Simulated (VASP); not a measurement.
# Ti2W (P-6m2) in VASP: further runs

The runs below take Ti2W through relaxation of cell and atoms, single point, with PBE.

All numbers are computed with VASP 6.6.1; they aren't measurements. Logs are shortened: lines on timing, memory, paths and dates and some standing lists are left out, and cuts for length are marked.

**1. The cell of the first run**

It takes space group P-6m2 (No. 187, hexagonal). Conventional cell: a = 2.801 Å, b = 2.801 Å, c = 13.496 Å, α = 90.00°, β = 90.00°, γ = 120.00°. Within 3.7 Å of Ti (site symmetry -6m2) lie 12 Ti at 2.77 to 2.80 Å. Within 3.7 Å of Ti (site symmetry -6m2) lie 6 W at 2.77 Å and 6 Ti at 2.80 Å. Ti (site symmetry 3m) has 3 W at 2.77 Å and 9 Ti at 2.77 to 2.80 Å within 3.7 Å. Within 3.7 Å of W (site symmetry 3m) lie 6 Ti at 2.77 Å and 6 W at 2.80 Å.

**2. Relaxation of cell and atoms, PBE**

File INCAR:

```
SYSTEM = Ti2W
ALGO     = Normal         ! electronic algorithm
EDIFF    = 1E-6           ! SCF threshold, eV
EDIFFG   = -0.04          ! ionic threshold
ENCUT    = 600            ! plane-wave cutoff, eV
GGA      = PE             ! functional
IBRION   = 2              ! ionic algorithm
ISIF     = 3              ! what is computed and relaxed
ISMEAR   = 0              ! smearing method
LASPH    = .True.         ! aspherical terms in the spheres
LCHARG   = .False.        ! write CHGCAR
LREAL    = .False.        ! projectors in reciprocal space
LWAVE    = .False.        ! write WAVECAR
NELM     = 60             ! most SCF steps
NSW      = 90             ! ionic steps
PREC     = Accurate       ! precision mode
SIGMA    = 0.1            ! smearing width, eV
```

File KPOINTS:

```
k-points
0
Gamma
  6 6 2
  0 0 0
```

File POSCAR:

```
Ti2W
1.0
    2.8012674400      0.0000000000      0.0000000000
   -1.4006337200      2.4259687700      0.0000000000
    0.0000000000      0.0000000000     13.4963671400
Ti W
4 2
Direct
    0.3333333300      0.6666666700      0.5000000000
    0.6666666700      0.3333333300      0.0000000000
    0.6666666700      0.3333333300      0.3333333300
    0.6666666700      0.3333333300      0.6666666700
    0.3333333300      0.6666666700      0.8333333300
    0.3333333300      0.6666666700      0.1666666700
```

Potentials or basis: VASP PAW PBE potentials, release 64 (Ti_sv, W_sv).

On the command line:

```
$ cat potpaw_PBE.64/Ti_sv/POTCAR potpaw_PBE.64/W_sv/POTCAR > POTCAR
$ mpirun -np 1 vasp_std > vasp.out
```

OUTCAR:

```text
SYSTEM = Ti2W
   EDIFF = 1E-6
   EDIFFG = -0.04
   ENCUT = 600
   GGA = PE
   IBRION = 2
   ISIF = 3
   ISMEAR = 0
   LASPH = .True.
   LREAL = .False.
   NELM = 60
   NSW = 90
   PREC = Accurate

 ion  position               nearest neighbor table
   1  0.333  0.667  0.500-   3 2.77   4 2.77   3 2.77   4 2.77   3 2.77   4 2.77
   2  0.667  0.333  0.000-   5 2.77   6 2.77   5 2.77   6 2.77   5 2.77   6 2.77
   3  0.667  0.333  0.333-   6 2.77   6 2.77   6 2.77   1 2.77   1 2.77   1 2.77
   4  0.667  0.333  0.667-   5 2.77   5 2.77   5 2.77   1 2.77   1 2.77   1 2.77
   5  0.333  0.667  0.833-   4 2.77   4 2.77   4 2.77   2 2.77   2 2.77   2 2.77
   6  0.333  0.667  0.167-   3 2.77   3 2.77   3 2.77   2 2.77   2 2.77   2 2.77

  LATTYP: Found a hexagonal cell.
 ALAT       =     2.8012674400
 C/A-ratio  =     4.8179502418

  Lattice vectors:

 A1 = (   2.8012674400,   0.0000000000,   0.0000000000)
 A2 = (  -1.4006337200,   2.4259687700,   0.0000000000)
 A3 = (   0.0000000000,   0.0000000000,  13.4963671400)

Analysis of symmetry for initial positions (statically):
=====================================================================
 Subroutine PRICEL returns:
 Original cell was already a primitive cell.

 Routine SETGRP: Setting up the symmetry group for a
 hexagonal supercell.

 Subroutine GETGRP returns: Found 12 space group operations
 (whereof 12 operations were pure point group operations)
 out of a pool of 24 trial point group operations.

The static configuration has the point symmetry D_3h.

Analysis of symmetry for dynamics (positions and initial velocities):
=====================================================================
 Subroutine PRICEL returns:
 Original cell was already a primitive cell.

 Routine SETGRP: Setting up the symmetry group for a
 hexagonal supercell.

 Subroutine GETGRP returns: Found 12 space group operations
 (whereof 12 operations were pure point group operations)
 out of a pool of 24 trial point group operations.

The dynamic configuration has the point symmetry D_3h.

 Subroutine INISYM returns: Found 12 space group operations
 (whereof 12 operations are pure point group operations),
 and found     1 'primitive' translations

----------------------------------------------------------------------------------------

                                     Primitive cell

  volume of cell :      91.7184

  direct lattice vectors                    reciprocal lattice vectors
     2.801267440  0.000000000  0.000000000     0.356981267  0.206103230  0.000000000
    -1.400633720  2.425968770  0.000000000     0.000000000  0.412206461  0.000000000
     0.000000000  0.000000000 13.496367140     0.000000000  0.000000000  0.074094013

  length of vectors
     2.801267440  2.801267444 13.496367140     0.412206461  0.412206461  0.074094013

  position of ions in fractional coordinates (direct lattice)
     0.333333330  0.666666670  0.500000000
     0.666666670  0.333333330  0.000000000
     0.666666670  0.333333330  0.333333330
     0.666666670  0.333333330  0.666666670
     0.333333330  0.666666670  0.833333330
     0.333333330  0.666666670  0.166666670

  ion indices of the primitive-cell ions
   primitive index   ion index
                 1           1
                 2           2
                 3           3
                 4           4
                 5           5
                 6           6

----------------------------------------------------------------------------------------

 KPOINTS: k-points

Automatic generation of k-mesh.
 Grid dimensions read from file:
 generate k-points for:    6    6    2

 Generating k-lattice:

  Cartesian coordinates                     Fractional coordinates (reciprocal lattice)
     0.059496878  0.034350538  0.000000000     0.166666667 -0.000000000  0.000000000
     0.000000000  0.068701077  0.000000000     0.000000000  0.166666667  0.000000000
     0.000000000  0.000000000  0.037047006     0.000000000  0.000000000  0.500000000

  Length of vectors
     0.068701077  0.068701077  0.037047006

  Shift w.r.t. Gamma in fractional coordinates (k-lattice)
     0.000000000  0.000000000  0.000000000

 Subroutine IBZKPT returns following result:
 ===========================================

 Found     14 irreducible k-points:

 Following reciprocal coordinates:
            Coordinates               Weight
  0.000000  0.000000  0.000000      1.000000
  0.166667 -0.000000  0.000000      6.000000
  0.333333  0.000000  0.000000      6.000000
  0.500000  0.000000  0.000000      3.000000
  0.166667  0.166667  0.000000      6.000000
  0.333333  0.166667  0.000000     12.000000
  0.333333  0.333333  0.000000      2.000000
  0.000000  0.000000  0.500000      1.000000
  0.166667 -0.000000  0.500000      6.000000
  0.333333  0.000000  0.500000      6.000000
  0.500000  0.000000  0.500000      3.000000
  0.166667  0.166667  0.500000      6.000000
  0.333333  0.166667  0.500000     12.000000
  0.333333  0.333333  0.500000      2.000000
   k-points           NKPTS =     14   k-points in BZ     NKDIM =     14   number of bands    NBANDS=     45
   number of dos      NEDOS =    301   number of ions     NIONS =      6
   total plane-waves  NPLWV =  62208
   dimension x,y,z NGX =    24 NGY =   24 NGZ =  108
   dimension x,y,z NGXF=    48 NGYF=   48 NGZF=  216
   ions per type =               4   2
   NGX,Y,Z   is equivalent  to a cutoff of  14.24, 14.24, 13.30 a.u.
   NGXF,Y,Z  is equivalent  to a cutoff of  28.49, 28.49, 26.61 a.u.
 SYSTEM =  Ti2W
   PREC   = accura    normal or accurate (medium, high low for compatibility)
   ISTART =      0    job   : 0-new  1-cont  2-samecut
   ICHARG =      2    charge: 1-file 2-atom 10-const
   ISPIN  =      1    spin polarized calculation?
   LNONCOLLINEAR =      F non collinear calculations
   LSORBIT =      F    spin-orbit coupling
   LASPH  =      T    aspherical Exc in radial PAW
   ENCUT  =  600.0 eV  44.10 Ry    6.64 a.u.   5.59  5.59 26.96*2*pi/ulx,y,z
   NELM   =     60;   NELMIN=  2; NELMDL= -5     # of ELM steps
   EDIFF  = 0.1E-05   stopping-criterion for ELM
   LREAL  =      F    real-space projection
   EDIFFG = -.4E-01   stopping-criterion for IOM
   NSW    =     90    number of steps for IOM
   IBRION =      2    ionic relax: 0-MD 1-quasi-New 2-CG
   NFREE  =      1    steps in history (QN), initial steepest desc. (CG)
   ISIF   =      3    stress and relaxation
   ISYM   =      2    0-nonsym 1-usesym 2-fastsym
   POTIM  = 0.5000    time-step for ionic-motion
   TEBEG  =    0.0;   TEEND  =   0.0 temperature during run
   PSTRESS=    0.0 pullay stress
   NELECT =      76.0000    total number of electrons
   NUPDOWN=      -1.0000    fix difference up-down
   EMIN   =  10.00;   EMAX   =-10.00  energy-range for DOS
   EFERMI =   0.00;   METHOD = LEGACY
   ISMEAR =     0;   SIGMA  =   0.10  broadening in eV -4-tet -1-fermi 0-gaus
   EFERMI_NEDOS =   21; number of points for ismear=-14 and -15
   IALGO  =     38    algorithm
   IMIX   =      4    mixing-type and parameters
     AMIX     =   0.40;   BMIX     =  1.00
     AMIX_MAG =   1.60;   BMIX_MAG =  1.00
  volume/ion in A,a.u.               =      15.29       103.16
  Fermi-wavevector in a.u.,A,eV,Ry     =   1.537661  2.905757 32.169615  2.364400
  Thomas-Fermi vector in A             =   2.644138
   LORBIT       =      0    0 simple, 1 ext, 2 COOP (PROOUT), +10 PAW based schemes
   GGA     = PE    functional components
   LHFCALC =     F    Hartree Fock is set to
   AEXX    =    0.0000 exact exchange contribution
   IVDW    =     0    specifies the selected vdW correction
   LEPSILON=     F    determine dielectric tensor
   LRPA    =     F    only Hartree local field effects (RPA)
 conjugate gradient relaxation of ions
 non-spin polarized calculation
 Gauss-broadening in eV      SIGMA  =   0.10
  energy-cutoff  :      600.00
  volume of cell :       91.72
 maximum number of plane-waves:      3114
 NGX is ok and might be reduce to    24
   NGX = 11   NGY = 11   NGZ = 53

--------------------------------------- Ionic step        1  -------------------------------------------

 number of electron      75.9999993 magnetization

 Free energy of the ion-electron system (eV)
  ---------------------------------------------------
  ext. energy  EPLUGINS =         0.00000000
  ---------------------------------------------------
  free energy    TOTEN  =       -55.51820536 eV

  energy without entropy =      -55.48839689  energy(sigma->0) =      -55.50330112

 E-fermi :  10.3810     XC(G=0): -12.6960

 val. band max:       10.3649468300   @ k =   0.3333   0.0000   0.5000
 cond. band min:      10.3952675217   @ k =   0.5000   0.0000   0.5000
 fundamental gap:      0.0303206917
 Fermi energy:        10.3810200649

 k-point     1 :       0.0000    0.0000    0.0000
  band No.  band energies     occupation
      1     -63.1922      2.00000
      2     -63.1922      2.00000
      3     -46.2835      2.00000
      4     -46.2356      2.00000
      5     -46.1940      2.00000
      6     -46.0551      2.00000
[... 774 lines left out ...]
  FREE ENERGIE OF THE ION-ELECTRON SYSTEM (eV)
  ---------------------------------------------------
  free  energy   TOTEN  =       -56.0198192870 eV

  energy  without entropy=      -55.9873725849  energy(sigma->0) =      -56.00359594

[... ionic steps 4 to 7 ...]

--------------------------------------- Ionic step        8  -------------------------------------------

 number of electron      75.9999995 magnetization

------------------------ aborting loop because EDIFF is reached ----------------------------------------

  FORCE on cell =-STRESS in cart. coord.  units (eV):
  Direction    XX          YY          ZZ          XY          YZ          ZX
  --------------------------------------------------------------------------------------
  -------------------------------------------------------------------------------------
  Total        0.0750479      0.0750479      0.0808619     -0.0000000      0.0000000     -0.0000000
  in kB        1.1941253      1.1941253      1.2866339     -0.0000000      0.0000000     -0.0000000
  external PRESSURE =       1.2249615 kB  Pullay stress =       0.0000000 kB
[... 65 lines left out ...]
  energy  without entropy=      -56.0139849702  energy(sigma->0) =      -56.03160464

--------------------------------------- Ionic step       10  -------------------------------------------

 number of electron      75.9999995 magnetization

 Free energy of the ion-electron system (eV)
  ---------------------------------------------------
  ext. energy  EPLUGINS =         0.00000000
  ---------------------------------------------------
  free energy    TOTEN  =       -56.04949221 eV

  energy without entropy =      -56.01438827  energy(sigma->0) =      -56.03194024

 E-fermi :   9.1836     XC(G=0): -12.2065

 val. band max:        9.1503546672   @ k =   0.3333   0.0000   0.5000
 cond. band min:       9.1925552910   @ k =   0.1667   0.1667   0.5000
 fundamental gap:      0.0422006238
 Fermi energy:         9.1836244670

 k-point     1 :       0.0000    0.0000    0.0000
  band No.  band energies     occupation
      1     -64.4991      2.00000
      2     -64.4990      2.00000
      3     -47.6053      2.00000
      4     -47.5843      2.00000
      5     -47.5630      2.00000
      6     -47.4684      2.00000
[... 694 lines left out ...]
  FREE ENERGIE OF THE ION-ELECTRON SYSTEM (eV)
  ---------------------------------------------------
  free  energy   TOTEN  =       -56.0494922134 eV

  energy  without entropy=      -56.0143882709  energy(sigma->0) =      -56.03194024

 reached required accuracy - stopping structural energy minimisation
```

It took 5.6 min on 1 thread of Intel Xeon 6975P-C (Granite Rapids), shared host; peak memory 0.28 GiB.

What came out:

```
Free energy                            : -56.0495 eV
Relaxed volume                         : 16.81 Å³/atom
Relaxed cell                           : a = 2.854 Å, b = 2.854 Å, c = 14.300 Å, α = 90.00°, β = 90.00°, γ = 120.00°
Space group after relaxing (to 0.05 Å) : P-6m2 (No. 187)
Energy gained by relaxing              : 88.5 meV/atom
Ionic steps                            : 10
Pressure after relaxing                : -0.1 GPa
Largest force after relaxing           : 0.040 eV/Å
Band gap on the k mesh                 : zero (band 38 reaches 9.79 eV, above the bottom of band 39 at 8.90 eV)
```

Forces on the atoms (eV/Å):
```
Ti   0.000  0.000  0.000
Ti   0.000  0.000  0.000
Ti   0.000  0.000 -0.040
Ti   0.000  0.000  0.040
W    0.000  0.000  0.013
W    0.000  0.000 -0.013
```

Step by step:
```csv
step,energy change (eV),largest force (eV/Å),pressure (GPa),volume (Å³)
1,0.0000,0.2781,18.33,91.72
2,0.5200,0.3379,-18.22,116.92
3,-0.5016,0.0629,-0.87,101.29
4,-0.5023,0.0542,-0.39,100.98
5,-0.5022,0.0487,-0.09,100.79
6,-0.5286,0.0578,0.04,100.72
7,-0.5310,0.0607,0.11,100.70
8,-0.5310,0.0602,0.12,100.69
9,-0.5310,0.0603,0.13,100.69
10,-0.5313,0.0396,-0.12,100.88
```

Final structure:
```yaml
crystal:
  lattice:
    - [2.85406, 0.00000, 0.00000]
    - [-1.42703, 2.47169, 0.00000]
    - [0.00000, 0.00000, 14.30008]
  atoms:
    - { symbol: Ti, position: [0.33333, 0.66667, 0.50000] }
    - { symbol: Ti, position: [0.66667, 0.33333, 0.00000] }
    - { symbol: Ti, position: [0.66667, 0.33333, 0.33336] }
    - { symbol: Ti, position: [0.66667, 0.33333, 0.66664] }
    - { symbol: W, position: [0.33333, 0.66667, 0.83348] }
    - { symbol: W, position: [0.33333, 0.66667, 0.16652] }
```

Caveat: the k points lie up to 0.42 Å⁻¹ apart in the final cell; spin-orbit coupling is left out, which moves the levels of the heavy elements.

**3. Single point, PBE, collinear spin, ferromagnetic start**

This run uses another cell than the first one, of 16.82 Å³/atom, 1.100 times its volume.

File INCAR:

```
ALGO = Normal ; EDIFF = 1E-7
ENCUT = 520 ; GGA = PE
ISIF = 2 ; ISMEAR = 0
ISPIN = 2 ; LASPH = T
LCHARG = T ; LELF = T
LMAXMIX = 4 ; LORBIT = 11
LREAL = F ; LVHAR = T
LWAVE = F ; MAGMOM = 1 1 1 1 0 0
NBANDS = 51 ; NELM = 150
PREC = Accurate ; SIGMA = 0.1
```

File KPOINTS:

```
k-points
0
Gamma
  6 6 2
```

File POSCAR:

```
Ti2W
1.0
    2.8545119404      0.0000000000      0.0000000000
   -1.4272559702      2.4720798558      0.0000000000
    0.0000000000      0.0000000000     14.2977499115
Ti W
4 2
Direct
    0.3333333333      0.6666666667      0.5000000000
    0.6666666667      0.3333333333      0.0000000000
    0.6666666667      0.3333333333      0.3327243630
    0.6666666667      0.3333333333      0.6672756370
    0.3333333333      0.6666666667      0.8338818695
    0.3333333333      0.6666666667      0.1661181305
```

Potentials or basis: VASP PAW PBE potentials, release 64 (Ti_sv, W_sv).

On the command line:

```
$ cat potpaw_PBE.64/Ti_sv/POTCAR potpaw_PBE.64/W_sv/POTCAR > POTCAR
$ mpirun -np 1 vasp_std > vasp.out
```

Wall time 2.6 min (1 thread of Intel Xeon 6975P-C (Granite Rapids), shared host); peak memory 0.35 GiB.

Results (log left out):

```
Free energy                                           : -56.0541 eV
Pressure                                              : -0.1 GPa
Band gap on the k mesh                                : zero (filled and empty bands overlap)
Net moment                                            : 0.00 μB per cell
Valence electrons inside the program's atomic spheres : Ti 10.29; W 11.97
```

Levels at points of the mesh, in eV from the Fermi level:
Spin up:
```
           k point  band 35  band 36  band 37  band 38  band 39  band 40  band 41  band 42
(0.00, 0.00, 0.00)    -0.17    -0.17    -0.05    -0.04     0.37     0.41     0.63     0.63
(0.50, 0.00, 0.00)    -1.22    -0.60     0.21     0.28     0.69     0.70     0.88     0.96
(0.00, 0.00, 0.50)    -0.17    -0.17    -0.17     0.07     0.19     0.38     0.63     0.63
(0.50, 0.00, 0.50)    -1.13    -0.99     0.33     0.61     0.66     0.79     0.91     0.99
```
Spin down:
```
           k point  band 35  band 36  band 37  band 38  band 39  band 40  band 41  band 42
(0.00, 0.00, 0.00)    -0.17    -0.17    -0.05    -0.04     0.37     0.41     0.63     0.63
(0.50, 0.00, 0.00)    -1.22    -0.60     0.21     0.28     0.69     0.70     0.88     0.96
(0.00, 0.00, 0.50)    -0.17    -0.17    -0.17     0.07     0.19     0.38     0.63     0.63
(0.50, 0.00, 0.50)    -1.13    -0.99     0.33     0.61     0.66     0.79     0.91     0.99
```

Caveat: the k points lie up to 0.42 Å⁻¹ apart; spin-orbit coupling is left out, which moves the levels of the heavy elements.
